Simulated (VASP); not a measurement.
# Re in VASP: a series of runs

Re is run at these levels: PBE; tasks: single point.

Program: VASP 6.6.1. These are calculated values, not measurements. Logs are shortened: lines on timing, memory, paths and dates and some standing lists are left out, and cuts for length are marked.

### 1 The cell of the first run

The cell holds a slab with vacuum, 6 atoms: a = 2.776 Å, b = 4.482 Å, c = 21.609 Å, α = 90.00°, β = 90.00°, γ = 90.00°.

### 2 Single point, PBE

INCAR reads:

```
SYSTEM = Re
  PREC = Accurate
  ENCUT = 520
  EDIFF = 1E-7
  ISMEAR = -1
  SIGMA = 0.08
  LREAL = .FALSE.
  LASPH = .TRUE.
  NELM = 80
  ALGO = Normal
  ISIF = 2
  LWAVE = .FALSE.
  LCHARG = .FALSE.
  LDIPOL = .TRUE.
  IDIPOL = 3
  DIPOL = 0.5 0.5 0.500
  GGA = PE
  NBANDS = 30
```

KPOINTS reads:

```
regular mesh
0
G
  15 9 1
  0 0 0
```

POSCAR reads:

```
Re
1.0
    2.7758621372      0.0000000000      0.0000000000
    0.0000000000      4.4818846070      0.0000000000
    0.0000000000      0.0000000000     21.6093000000
Re
6
Direct
    0.7500000000      0.7500000000      0.3702119773
    0.2500000000      0.2500000000      0.4072942697
    0.2500000000      0.7500000000      0.4814588538
    0.7500000000      0.2500000000      0.5185411462
    0.7500000000      0.7500000000      0.5927057303
    0.2500000000      0.2500000000      0.6297880227
```

Potentials or basis: VASP PAW PBE potentials, release 64 (Re).

Run with:

```console
cat potpaw_PBE.64/Re/POTCAR > POTCAR
mpirun -np 1 vasp_std > vasp.out
```

OUTCAR:

```text
SYSTEM = Re
   PREC = Accurate
   ENCUT = 520
   EDIFF = 1E-7
   ISMEAR = -1
   LREAL = .FALSE.
   LASPH = .TRUE.
   NELM = 80
   ISIF = 2
   GGA = PE

 ion  position               nearest neighbor table
   1  0.750  0.750  0.370-   2 2.76   2 2.76   2 2.76   2 2.76   3 2.78   3 2.78
   2  0.250  0.250  0.407-   3 2.76   3 2.76   1 2.76   1 2.76   1 2.76   1 2.76   4 2.78   4 2.78

   3  0.250  0.750  0.481-   2 2.76   2 2.76   4 2.76   4 2.76   4 2.76   4 2.76   1 2.78   1 2.78
                             5 2.78   5 2.78
   4  0.750  0.250  0.519-   5 2.76   5 2.76   3 2.76   3 2.76   3 2.76   3 2.76   2 2.78   2 2.78
                             6 2.78   6 2.78
   5  0.750  0.750  0.593-   4 2.76   4 2.76   6 2.76   6 2.76   6 2.76   6 2.76   3 2.78   3 2.78

   6  0.250  0.250  0.630-   5 2.76   5 2.76   5 2.76   5 2.76   4 2.78   4 2.78

  LATTYP: Found a simple orthorhombic cell.
 ALAT       =     2.7758621372
 B/A-ratio  =     1.6145919305
 C/A-ratio  =     7.7847165788

  Lattice vectors:

 A1 = (   2.7758621372,   0.0000000000,   0.0000000000)
 A2 = (   0.0000000000,   4.4818846070,   0.0000000000)
 A3 = (   0.0000000000,   0.0000000000,  21.6093000000)

Analysis of symmetry for initial positions (statically):
=====================================================================
 Subroutine PRICEL returns:
 Original cell was already a primitive cell.

 Routine SETGRP: Setting up the symmetry group for a
 simple orthorhombic supercell.

 Subroutine GETGRP returns: Found  8 space group operations
 (whereof  2 operations were pure point group operations)
 out of a pool of  8 trial point group operations.

The static configuration has the point symmetry S_2 .
 The point group associated with its full space group is D_2h.

Analysis of symmetry for dynamics (positions and initial velocities):
=====================================================================
 Subroutine PRICEL returns:
 Original cell was already a primitive cell.

 Routine SETGRP: Setting up the symmetry group for a
 simple orthorhombic supercell.

 Subroutine GETGRP returns: Found  8 space group operations
 (whereof  2 operations were pure point group operations)
 out of a pool of  8 trial point group operations.

The dynamic configuration has the point symmetry S_2 .
 The point group associated with its full space group is D_2h.

 Subroutine INISYM returns: Found  8 space group operations
 (whereof  2 operations are pure point group operations),
 and found     1 'primitive' translations

[... 112 lines left out ...]
   PSTRESS=    0.0 pullay stress
   NELECT =      42.0000    total number of electrons
   NUPDOWN=      -1.0000    fix difference up-down
   EMIN   =  10.00;   EMAX   =-10.00  energy-range for DOS
   EFERMI =   0.00;   METHOD = LEGACY
   ISMEAR =    -1;   SIGMA  =   0.08  broadening in eV -4-tet -1-fermi 0-gaus
   EFERMI_NEDOS =   21; number of points for ismear=-14 and -15
   IALGO  =     38    algorithm
   IMIX   =      4    mixing-type and parameters
     AMIX     =   0.40;   BMIX     =  1.00
     AMIX_MAG =   1.60;   BMIX_MAG =  1.00
  volume/ion in A,a.u.               =      44.81       302.37
  Fermi-wavevector in a.u.,A,eV,Ry     =   0.881708  1.666187 10.577294  0.777409
  Thomas-Fermi vector in A             =   2.002241
   LORBIT       =      0    0 simple, 1 ext, 2 COOP (PROOUT), +10 PAW based schemes
   GGA     = PE    functional components
   LHFCALC =     F    Hartree Fock is set to
   AEXX    =    0.0000 exact exchange contribution
   IVDW    =     0    specifies the selected vdW correction
   LEPSILON=     F    determine dielectric tensor
   LRPA    =     F    only Hartree local field effects (RPA)
 non-spin polarized calculation
  energy-cutoff  :      520.00
  volume of cell :      268.84
 maximum number of plane-waves:      7280
 NGX is ok and might be reduce to    24
   NGX = 11   NGY = 17   NGZ = 81

 dipolmoment           0.000000      0.000000     -0.000000 electrons x Angstroem

 number of electron      42.0000000 magnetization

 dipolmoment           0.000000      0.000000      0.000000 electrons x Angstroem

 Free energy of the ion-electron system (eV)
  ---------------------------------------------------
  ext. energy  EPLUGINS =         0.00000000
  ---------------------------------------------------
  free energy    TOTEN  =       -69.86011856 eV

  energy without entropy =      -69.72876417  energy(sigma->0) =      -69.79444136

 E-fermi :  -0.4608     XC(G=0):  -5.5843

 val. band max:       -0.4779830209   @ k =   0.0000   0.4444   0.0000
 cond. band min:      -0.4523249989   @ k =   0.0667   0.4444   0.0000
 fundamental gap:      0.0256580221
 Fermi energy:        -0.4607525310

 k-point     1 :       0.0000    0.0000    0.0000
  band No.  band energies     occupation
      1      -9.5402      2.00000
      2      -7.6250      2.00000
      3      -6.4708      2.00000
      4      -6.3855      2.00000
      5      -5.9452      2.00000
      6      -5.2067      2.00000
[... 781 lines left out ...]
     29       3.1457      0.00000
     30       3.2268      0.00000

 [... further k-points ...]

------------------------ aborting loop because EDIFF is reached ----------------------------------------

 vacuum level on the upper side and lower side of the slab       (xc-potential included)        -0.164        -0.164

  FORCE on cell =-STRESS in cart. coord.  units (eV):
  Direction    XX          YY          ZZ          XY          YZ          ZX
  --------------------------------------------------------------------------------------
  -------------------------------------------------------------------------------------
  Total      -10.0687725    -12.1247806     -6.8379352      0.0000000      0.0000000      0.0000000
  in kB      -60.0050563    -72.2578788    -40.7508155      0.0000000      0.0000000      0.0000000
  external PRESSURE =     -57.6712502 kB  Pullay stress =       0.0000000 kB

 VOLUME and BASIS-vectors are now :
 -----------------------------------------------------------------------------
  energy-cutoff  :      520.00
  volume of cell :      268.84
      direct lattice vectors                 reciprocal lattice vectors
     2.775862137  0.000000000  0.000000000     0.360248438  0.000000000  0.000000000
     0.000000000  4.481884607  0.000000000     0.000000000  0.223120425  0.000000000
     0.000000000  0.000000000 21.609300000     0.000000000  0.000000000  0.046276372

 POSITION                                       TOTAL-FORCE (eV/Angst)
 -----------------------------------------------------------------------------------
      2.08190      3.36141      8.00002         0.000000      0.000000      1.414594
      0.69397      1.12047      8.80134         0.000000      0.000000     -0.165830
      0.69397      3.36141     10.40399         0.000000     -0.000000     -0.644092
      2.08190      1.12047     11.20531         0.000000      0.000000      0.644092
      2.08190      3.36141     12.80796         0.000000      0.000000      0.165830
      0.69397      1.12047     13.60928         0.000000      0.000000     -1.414594
 -----------------------------------------------------------------------------------
    total drift:                                0.000000     -0.000000      0.000000

  FREE ENERGIE OF THE ION-ELECTRON SYSTEM (eV)
  ---------------------------------------------------
  free  energy   TOTEN  =       -69.8601185576 eV

  energy  without entropy=      -69.7287641680  energy(sigma->0) =      -69.79444136

 vacuum level on the upper side and lower side of the slab         4.136         4.136
```

OSZICAR:

```text
N       E                     dE             d eps       ncg     rms          rms(c)
DAV:   1     0.454092992648E+03    0.45409E+03   -0.13909E+04  3790   0.130E+03
DAV:   2     0.495992976003E+02   -0.40449E+03   -0.36324E+03  4446   0.115E+03
DAV:   3    -0.496123293634E+02   -0.99212E+02   -0.91017E+02  4186   0.559E+02
[... 25 lines left out ...]
DAV:  29    -0.698601148973E+02   -0.92720E-06   -0.66197E-08  1944   0.700E-03    0.457E-03
DAV:  30    -0.698601167925E+02   -0.18952E-05   -0.97380E-08  2128   0.481E-03    0.350E-03
DAV:  31    -0.698601181304E+02   -0.13379E-05   -0.68343E-08  2040   0.873E-03    0.141E-03
DAV:  32    -0.698601185047E+02   -0.37429E-06   -0.72741E-08  2104   0.288E-03    0.223E-03
DAV:  33    -0.698601185576E+02   -0.52885E-07   -0.35929E-08  1920   0.675E-03
   1 F= -.69860119E+02 E0= -.69794441E+02  d E =-.131354E+00
```

stdout:

```text
POSCAR found type information on POSCAR Re
 POSCAR found :  1 types and       6 ions
 scaLAPACK will be used
 LDA part: xc-table for (Slater+PW92), standard interpolation
 POSCAR, INCAR and KPOINTS ok, starting setup
 FFT: planning ... GRIDC
 FFT: planning ... GRID_SOFT
 FFT: planning ... GRID
 WAVECAR not read
 entering main loop
```

Wall time 6.9 min (1 thread of AMD EPYC 9R45 (Zen 5), shared host); peak memory 0.48 GiB.

What came out:

```yaml
Free_energy: -69.8601 eV
Largest_force: 1.415 eV/Å
Band_gap_on_the_k_mesh: zero (bands 21 and 22 overlap by 1.48 eV)
```

Forces in eV/Å, atoms in the order of the input:
```
Re   0.000  0.000  1.415
Re   0.000  0.000 -0.166
Re   0.000  0.000 -0.644
Re   0.000  0.000  0.644
Re   0.000  0.000  0.166
Re   0.000  0.000 -1.415
```

Caveat: spin-orbit coupling is left out, which moves the levels of the heavy elements.

### 3 Single point, PBE

INCAR reads:

```
PREC     = Accurate       # precision mode
ENCUT    = 520            # plane-wave cutoff, eV
EDIFF    = 1E-6           # SCF threshold, eV
ISMEAR   = -1             # smearing method
SIGMA    = 0.08           # smearing width, eV
LREAL    = F              # projectors in reciprocal space
LASPH    = T              # aspherical terms in the spheres
NELM     = 100            # most SCF steps
ALGO     = Normal         # electronic algorithm
ISIF     = 2              # what is computed and relaxed
LWAVE    = F              # write WAVECAR
LCHARG   = F              # write CHGCAR
LDIPOL   = T            
IDIPOL   = 3            
DIPOL    = 0.5 0.5 0.500
GGA      = PE             # functional
NBANDS   = 30             # bands
```

KPOINTS reads:

```
Automatic mesh
0
Gamma
  15 9 1
```

POSCAR reads:

```
Re
1.0
    2.7758621372      0.0000000000      0.0000000000
    0.0000000000      4.4818846070      0.0000000000
    0.0000000000      0.0000000000     21.6093000000
Re
6
Direct
    0.7500000000      0.7500000000      0.3758865937
    0.2500000000      0.2500000000      0.4072831877
    0.2500000000      0.7500000000      0.4814633205
    0.7500000000      0.2500000000      0.5185366810
    0.7500000000      0.7500000000      0.5927168111
    0.2500000000      0.2500000000      0.6241134061
```

Potentials or basis: VASP PAW PBE potentials, release 64 (Re).

Run with:

```console
cat potpaw_PBE.64/Re/POTCAR > POTCAR
mpirun -np 1 vasp_std > vasp.out
```

Run time: 7.1 min. Hardware: 1 thread of AMD EPYC 9R45 (Zen 5), shared host; peak memory 0.49 GiB.

The run converged. Its results:

```yaml
Free_energy: -70.0444 eV
Largest_force: 0.047 eV/Å
Band_gap_on_the_k_mesh: zero (bands 21 and 22 overlap by 1.54 eV)
```

Forces in eV/Å, atoms in the order of the input:
```
Re   0.000  0.000  0.047
Re   0.000  0.000  0.008
Re   0.000  0.000 -0.034
Re   0.000  0.000  0.034
Re   0.000  0.000 -0.008
Re   0.000  0.000 -0.047
```

Levels at points of the mesh, in eV from the Fermi level:
| k point | band 19 | band 20 | band 21 | band 22 | band 23 | band 24 | band 25 | band 26 |
| --- | --- | --- | --- | --- | --- | --- | --- | --- |
| (0.00, 0.00, 0.00) | -0.78 | -0.55 | -0.52 | -0.34 | -0.06 | 0.21 | 0.33 | 0.61 |

Caveat: spin-orbit coupling is left out, which moves the levels of the heavy elements.

### 4 Single point, PBE

INCAR reads:

```
SYSTEM = Re
PREC = Accurate ; ENCUT = 520
EDIFF = 1E-7 ; ISMEAR = -1
SIGMA = 0.08 ; LREAL = .False.
LASPH = .True. ; NELM = 100
ALGO = Normal ; ISIF = 2
LWAVE = .False. ; LCHARG = .True.
LDIPOL = .True. ; IDIPOL = 3
DIPOL = 0.5 0.5 0.500 ; GGA = PE
LELF = .True. ; LVHAR = .True.
LVACPOTAV = .True. ; NBANDS = 30
```

KPOINTS reads:

```
Automatic mesh
0
Gamma
  15 9 1
  0 0 0
```

POSCAR is that of step 3.

Run with:

```console
cat potpaw_PBE.64/Re/POTCAR > POTCAR
mpirun -np 1 vasp_std > vasp.out
```

Run time: 7.2 min. Hardware: 1 thread of AMD EPYC 9R45 (Zen 5), shared host; peak memory 0.48 GiB.

Results (log left out):

```yaml
Free_energy: -70.0444 eV
Largest_force: 0.047 eV/Å
Band_gap_on_the_k_mesh: zero (bands 21 and 22 overlap by 1.54 eV)
```

Forces in eV/Å, atoms in the order of the input:
```
Re   0.000  0.000  0.047
Re   0.000  0.000  0.008
Re   0.000  0.000 -0.034
Re   0.000  0.000  0.034
Re   0.000  0.000 -0.008
Re   0.000  0.000 -0.047
```

Levels at points of the mesh, in eV from the Fermi level:
```csv
k point,band 20,band 21,band 22,band 23,band 24,band 25
"(0.00, 0.00, 0.00)",-0.55,-0.52,-0.34,-0.06,0.21,0.33
```

Caveat: spin-orbit coupling is left out, which moves the levels of the heavy elements.

The gap in the log of VASP goes by the Fermi energy; the results here count the filled bands.